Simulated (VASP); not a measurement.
# C in VASP: notebook

The runs below take C through single point, with r2SCAN.

Program: VASP 6.6.1. These are calculated values, not measurements. Logs are shortened: lines on timing, memory, paths and dates and some standing lists are left out, and cuts for length are marked.

### 1 The cell of the first run

The structure is cubic, space group Fd-3m (No. 227). Conventional cell: a = 3.560 Å, b = 3.560 Å, c = 3.560 Å, α = 90.00°, β = 90.00°, γ = 90.00°. Within 2.1 Å of C (site symmetry -43m) lie 4 C at 1.54 Å.

### 2 Single point, r2SCAN

POSCAR

```
C
1.0
    0.0000000000      1.7801241423      1.7801241423
    1.7801241423      0.0000000000      1.7801241423
    1.7801241423      1.7801241423      0.0000000000
C
2
Direct
    0.0000000000      0.0000000000      0.0000000000
    0.2500000000      0.2500000000      0.2500000000
```

INCAR.step1

```
PREC = Accurate
ENCUT = 910
ISMEAR = 0
SIGMA = 0.01
LREAL = F
LASPH = T
NELM = 120
NBANDS = 11
GGA = PE
ALGO = Normal
EDIFF = 1E-5
LWAVE = T
LCHARG = F
GGA_COMPAT = F
```

INCAR.step2

```
PREC = Accurate
ENCUT = 910
EDIFF = 1E-6
ISMEAR = 0
SIGMA = 0.01
LREAL = F
LASPH = T
NELM = 120
ALGO = Normal
ISIF = 2
LWAVE = F
LCHARG = F
METAGGA = R2SCAN
LMIXTAU = T
NBANDS = 11
ISTART = 1
GGA_COMPAT = F
```

KPOINTS

```
regular mesh
0
Gamma
  12 12 12
```

Potentials or basis: VASP PAW PBE potentials, release 64 (C_h).

Command:

```bash
$ cat potpaw_PBE.64/C_h/POTCAR > POTCAR
$ cp INCAR.step1 INCAR
$ mpirun -np 1 vasp_std > vasp.out
$ cp INCAR.step2 INCAR
$ mpirun -np 1 vasp_std > vasp.out
```

OUTCAR:

```text
PREC = Accurate
   ENCUT = 910
   EDIFF = 1E-6
   ISMEAR = 0
   LREAL = F
   LASPH = T
   NELM = 120
   ISIF = 2
   METAGGA = R2SCAN
   ISTART = 1

 ion  position               nearest neighbor table
   1  0.000  0.000  0.000-
   2  0.250  0.250  0.250-

  LATTYP: Found a face centered cubic cell.
 ALAT       =     3.5602482846

  Lattice vectors:

 A1 = (   0.0000000000,   1.7801241423,   1.7801241423)
 A2 = (   1.7801241423,   0.0000000000,   1.7801241423)
 A3 = (   1.7801241423,   1.7801241423,   0.0000000000)

Analysis of symmetry for initial positions (statically):
=====================================================================
 Subroutine PRICEL returns:
 Original cell was already a primitive cell.

 Routine SETGRP: Setting up the symmetry group for a
 face centered cubic supercell.

 Subroutine GETGRP returns: Found 48 space group operations
 (whereof 24 operations were pure point group operations)
 out of a pool of 48 trial point group operations.

The static configuration has the point symmetry T_d .
 The point group associated with its full space group is O_h .

Analysis of symmetry for dynamics (positions and initial velocities):
=====================================================================
 Subroutine PRICEL returns:
 Original cell was already a primitive cell.

 Routine SETGRP: Setting up the symmetry group for a
 face centered cubic supercell.

 Subroutine GETGRP returns: Found 48 space group operations
 (whereof 24 operations were pure point group operations)
 out of a pool of 48 trial point group operations.

The dynamic configuration has the point symmetry T_d .
 The point group associated with its full space group is O_h .

 Subroutine INISYM returns: Found 48 space group operations
 (whereof 24 operations are pure point group operations),
 and found     1 'primitive' translations

----------------------------------------------------------------------------------------

                                     Primitive cell

  volume of cell :      11.2819

  direct lattice vectors                    reciprocal lattice vectors
     0.000000000  1.780124142  1.780124142    -0.280879287  0.280879287  0.280879287
     1.780124142  0.000000000  1.780124142     0.280879287 -0.280879287  0.280879287
     1.780124142  1.780124142  0.000000000     0.280879287  0.280879287 -0.280879287

  length of vectors
     2.517475705  2.517475705  2.517475705     0.486497196  0.486497196  0.486497196

  position of ions in fractional coordinates (direct lattice)
     0.000000000  0.000000000  0.000000000
     0.250000000  0.250000000  0.250000000

  ion indices of the primitive-cell ions
   primitive index   ion index
                 1           1
                 2           2

----------------------------------------------------------------------------------------

 KPOINTS: regular mesh

Automatic generation of k-mesh.
 Grid dimensions read from file:
 generate k-points for:   12   12   12

 Generating k-lattice:

  Cartesian coordinates                     Fractional coordinates (reciprocal lattice)
    -0.023406607  0.023406607  0.023406607     0.083333333  0.000000000  0.000000000
     0.023406607 -0.023406607  0.023406607     0.000000000  0.083333333  0.000000000
     0.023406607  0.023406607 -0.023406607     0.000000000  0.000000000  0.083333333

  Length of vectors
     0.040541433  0.040541433  0.040541433

  Shift w.r.t. Gamma in fractional coordinates (k-lattice)
     0.000000000  0.000000000  0.000000000

 Subroutine IBZKPT returns following result:
 ===========================================

 Found     72 irreducible k-points:

 Following reciprocal coordinates:
            Coordinates               Weight
  0.000000  0.000000  0.000000      1.000000
  0.083333  0.000000  0.000000      8.000000
  0.166667  0.000000  0.000000      8.000000
  0.250000  0.000000  0.000000      8.000000
  0.333333  0.000000  0.000000      8.000000
  0.416667  0.000000  0.000000      8.000000
[... 16 lines left out ...]
  0.500000  0.166667  0.000000     24.000000
 -0.416667  0.166667  0.000000     24.000000
 [... further k-points ...]
   k-points           NKPTS =     72   k-points in BZ     NKDIM =     72   number of bands    NBANDS=     11
   number of dos      NEDOS =    301   number of ions     NIONS =      2
   total plane-waves  NPLWV =  21952
   dimension x,y,z NGX =    28 NGY =   28 NGZ =   28
   dimension x,y,z NGXF=    56 NGYF=   56 NGZF=   56
   ions per type =               2
   NGX,Y,Z   is equivalent  to a cutoff of  18.49, 18.49, 18.49 a.u.
   NGXF,Y,Z  is equivalent  to a cutoff of  36.98, 36.98, 36.98 a.u.
 SYSTEM =  unknown system
   PREC   = accura    normal or accurate (medium, high low for compatibility)
   ISTART =      1    job   : 0-new  1-cont  2-samecut
   ICHARG =      0    charge: 1-file 2-atom 10-const
   ISPIN  =      1    spin polarized calculation?
   LNONCOLLINEAR =      F non collinear calculations
   LSORBIT =      F    spin-orbit coupling
   LASPH  =      T    aspherical Exc in radial PAW
   ENCUT  =  910.0 eV  66.88 Ry    8.18 a.u.   6.19  6.19  6.19*2*pi/ulx,y,z
   NELM   =    120;   NELMIN=  2; NELMDL=  0     # of ELM steps
   EDIFF  = 0.1E-05   stopping-criterion for ELM
   LREAL  =      F    real-space projection
   EDIFFG = 0.1E-04   stopping-criterion for IOM
   NSW    =      0    number of steps for IOM
   IBRION =     -1    ionic relax: 0-MD 1-quasi-New 2-CG
   NFREE  =      0    steps in history (QN), initial steepest desc. (CG)
   ISIF   =      2    stress and relaxation
   ISYM   =      2    0-nonsym 1-usesym 2-fastsym
   POTIM  = 0.5000    time-step for ionic-motion
   TEBEG  =    0.0;   TEEND  =   0.0 temperature during run
   PSTRESS=    0.0 pullay stress
   NELECT =       8.0000    total number of electrons
   NUPDOWN=      -1.0000    fix difference up-down
   EMIN   =  10.00;   EMAX   =-10.00  energy-range for DOS
   EFERMI =   0.00;   METHOD = LEGACY
   ISMEAR =     0;   SIGMA  =   0.01  broadening in eV -4-tet -1-fermi 0-gaus
   EFERMI_NEDOS =   21; number of points for ismear=-14 and -15
   IALGO  =     38    algorithm
   IMIX   =      4    mixing-type and parameters
     AMIX     =   0.40;   BMIX     =  1.00
     AMIX_MAG =   1.60;   BMIX_MAG =  1.00
  volume/ion in A,a.u.               =       5.64        38.07
  Fermi-wavevector in a.u.,A,eV,Ry     =   1.459860  2.758735 28.996616  2.131191
  Thomas-Fermi vector in A             =   2.576377
   LORBIT       =      0    0 simple, 1 ext, 2 COOP (PROOUT), +10 PAW based schemes
   METAGGA = R2SCAN    functional components
   LHFCALC =     F    Hartree Fock is set to
   AEXX    =    0.0000 exact exchange contribution
   IVDW    =     0    specifies the selected vdW correction
   LEPSILON=     F    determine dielectric tensor
   LRPA    =     F    only Hartree local field effects (RPA)
 non-spin polarized calculation
 Gauss-broadening in eV      SIGMA  =   0.01
  energy-cutoff  :      910.00
  volume of cell :       11.28
 maximum number of plane-waves:       725
 NGX is ok and might be reduce to    28
   NGX = 13   NGY = 13   NGZ = 13

 number of electron       8.0000000 magnetization

 Free energy of the ion-electron system (eV)
  ---------------------------------------------------
  ext. energy  EPLUGINS =         0.00000000
  ---------------------------------------------------
  free energy    TOTEN  =       -19.71950114 eV

  energy without entropy =      -19.71950114  energy(sigma->0) =      -19.71950114

 E-fermi :  11.1626     XC(G=0): -14.3001

 val. band max:       10.9942558358   @ k =   0.0000   0.0000   0.0000
 cond. band min:      15.3817878471   @ k =   0.3333   0.3333   0.0000
 fundamental gap:      4.3875320113
 Fermi energy:        11.1626477483

 k-point     1 :       0.0000    0.0000    0.0000
  band No.  band energies     occupation
      1     -11.7504      2.00000
      2      10.9943      2.00000
      3      10.9943      2.00000
      4      10.9943      2.00000
      5      16.8887      0.00000
      6      16.8887      0.00000
      7      16.8887      0.00000
      8      24.9786      0.00000
      9      31.4696      0.00000
     10      38.4080      0.00000
     11      38.4080      0.00000

 k-point     2 :       0.0833    0.0000    0.0000
  band No.  band energies     occupation
      1     -11.5488      2.00000
      2       9.6790      2.00000
      3      10.6497      2.00000
      4      10.6497      2.00000
      5      17.3420      0.00000
      6      17.3421      0.00000
      7      17.6568      0.00000
      8      25.1782      0.00000
      9      31.8156      0.00000
     10      36.3704      0.00000
     11      36.3704      0.00000

 k-point     3 :       0.1667    0.0000    0.0000
  band No.  band energies     occupation
      1     -10.9469      2.00000
      2       6.9835      2.00000
      3       9.9029      2.00000
      4       9.9029      2.00000
      5      18.3251      0.00000
      6      18.3251      0.00000
      7      18.8009      0.00000
      8      25.7521      0.00000
      9      32.5371      0.00000
     10      34.7275      0.00000
     11      34.7275      0.00000
[... 267 lines left out ...]
 k-point    23 :       0.5000    0.1667    0.0000
  band No.  band energies     occupation
      1      -5.7562      2.00000
      2      -1.7120      2.00000
      3       5.6809      2.00000
      4       6.7807      2.00000
      5      18.4912      0.00000
      6      22.3590      0.00000
      7      22.8337      0.00000
      8      26.2037      0.00000
      9      32.3808      0.00000
     10      36.3007      0.00000
     11      38.9142      0.00000

 k-point    24 :      -0.4167    0.1667    0.0000
  band No.  band energies     occupation
      1      -5.3273      2.00000
      2      -2.2318      2.00000
      3       5.1695      2.00000
      4       7.1806      2.00000
      5      18.9533      0.00000
      6      21.8321      0.00000
      7      22.8087      0.00000
      8      27.4856      0.00000
      9      31.6109      0.00000
     10      36.3142      0.00000
     11      37.1149      0.00000

 [... further k-points ...]

------------------------ aborting loop because EDIFF is reached ----------------------------------------

  FORCE on cell =-STRESS in cart. coord.  units (eV):
  Direction    XX          YY          ZZ          XY          YZ          ZX
  --------------------------------------------------------------------------------------
  -------------------------------------------------------------------------------------
  Total       -0.0586287     -0.0586287     -0.0586287     -0.0000000      0.0000000      0.0000000
  in kB       -8.3260742     -8.3260742     -8.3260742     -0.0000000      0.0000000      0.0000000
  external PRESSURE =      -8.3260742 kB  Pullay stress =       0.0000000 kB

 VOLUME and BASIS-vectors are now :
 -----------------------------------------------------------------------------
  energy-cutoff  :      910.00
  volume of cell :       11.28
      direct lattice vectors                 reciprocal lattice vectors
     0.000000000  1.780124142  1.780124142    -0.280879287  0.280879287  0.280879287
     1.780124142  0.000000000  1.780124142     0.280879287 -0.280879287  0.280879287
     1.780124142  1.780124142  0.000000000     0.280879287  0.280879287 -0.280879287

 POSITION                                       TOTAL-FORCE (eV/Angst)
 -----------------------------------------------------------------------------------
      0.00000      0.00000      0.00000        -0.000000     -0.000000     -0.000000
      0.89006      0.89006      0.89006         0.000000      0.000000      0.000000
 -----------------------------------------------------------------------------------
    total drift:                                0.000000      0.000000      0.000000

  FREE ENERGIE OF THE ION-ELECTRON SYSTEM (eV)
  ---------------------------------------------------
  free  energy   TOTEN  =       -19.7195011391 eV

  energy  without entropy=      -19.7195011391  energy(sigma->0) =      -19.71950114
```

Wall time 61 s (1 thread of Intel Xeon Platinum 8375C at 2.90GHz (Ice Lake), shared host); peak memory 0.16 GiB.

Results:

* Free energy: -19.7195 eV
* Pressure: -0.8 GPa
* Band gap on the k mesh: 4.39 eV, indirect (least direct gap 5.89 eV)

Caveat: the cutoff is under 1.25 times the usual one of these potentials, so pressure, stress and relaxed cells hold a basis-set (Pulay) error; the PAW data sets were made with another functional, which shifts forces and pressure a little. A k mesh can miss the band edges.

### 3 Single point, r2SCAN (strain along [111] +2.5%)

POSCAR

```
C
1.0
    0.0296687357      1.8097928780      1.8097928780
    1.8097928780      0.0296687357      1.8097928780
    1.8097928780      1.8097928780      0.0296687357
C
2
Direct
   -0.0000102659     -0.0000102659     -0.0000102659
    0.2500102659      0.2500102659      0.2500102659
```

INCAR.step1

```
SYSTEM = C
PREC = Accurate ; ENCUT = 910
ISMEAR = 0 ; SIGMA = 0.01
LREAL = .FALSE. ; LASPH = .TRUE.
NELM = 120 ; NBANDS = 11
GGA = PE ; ALGO = Normal
EDIFF = 1E-5 ; LWAVE = .TRUE.
LCHARG = .FALSE. ; GGA_COMPAT = .FALSE.
```

INCAR.step2

```
SYSTEM = C
PREC = Accurate ; ENCUT = 910
EDIFF = 1E-6 ; ISMEAR = 0
SIGMA = 0.01 ; LREAL = .FALSE.
LASPH = .TRUE. ; NELM = 120
ALGO = Normal ; ISIF = 2
LWAVE = .FALSE. ; LCHARG = .FALSE.
METAGGA = R2SCAN ; LMIXTAU = .TRUE.
NBANDS = 11 ; ISTART = 1
GGA_COMPAT = .FALSE.
```

KPOINTS

```
Automatic mesh
0
G
  12 12 12
  0 0 0
```

Potentials or basis: VASP PAW PBE potentials, release 64 (C_h).

Command:

```bash
$ cat potpaw_PBE.64/C_h/POTCAR > POTCAR
$ cp INCAR.step1 INCAR
$ mpirun -np 1 vasp_std > vasp.out
$ cp INCAR.step2 INCAR
$ mpirun -np 1 vasp_std > vasp.out
```

Run time: 79 s. Hardware: 1 thread of Intel Xeon 6975P-C (Granite Rapids), shared host; peak memory 0.18 GiB.

The run converged. Its results:

```
Free energy            : -19.6933 eV
Pressure               : -11.1 GPa
Largest force          : 0.007 eV/Å
Band gap on the k mesh : 4.31 eV, indirect (least direct gap 5.27 eV)
```

Forces in eV/Å, atoms in the order of the input:
```
C   -0.004 -0.004 -0.004
C    0.004  0.004  0.004
```

Stress tensor (GPa, compression positive):
```
-11.10  -8.98  -8.98
 -8.98 -11.10  -8.98
 -8.98  -8.98 -11.10
```

Levels at points of the mesh, in eV from the valence-band top:
```tsv
k point	band 1	band 2	band 3	band 4	band 5	band 6	band 7	band 8
(0.00, 0.00, 0.00)	-22.41	-0.02	0.00	0.00	5.27	6.07	6.07	13.45
(0.50, 0.00, 0.00)	-16.46	-13.82	-3.03	-2.95	8.24	8.97	9.05	16.52
(0.50, 0.50, 0.00)	-13.53	-13.34	-6.68	-6.36	4.65	5.31	17.57	17.58
(0.50, 0.50, 0.50)	-16.93	-13.77	-2.69	-2.69	8.97	8.97	9.47	16.55
```

Caveat: the cell differs from its parent crystal (strain along [111] +2.5%); the cutoff is under 1.25 times the usual one of these potentials, so pressure, stress and relaxed cells hold a basis-set (Pulay) error; the PAW data sets were made with another functional, which shifts forces and pressure a little. A k mesh can miss the band edges.
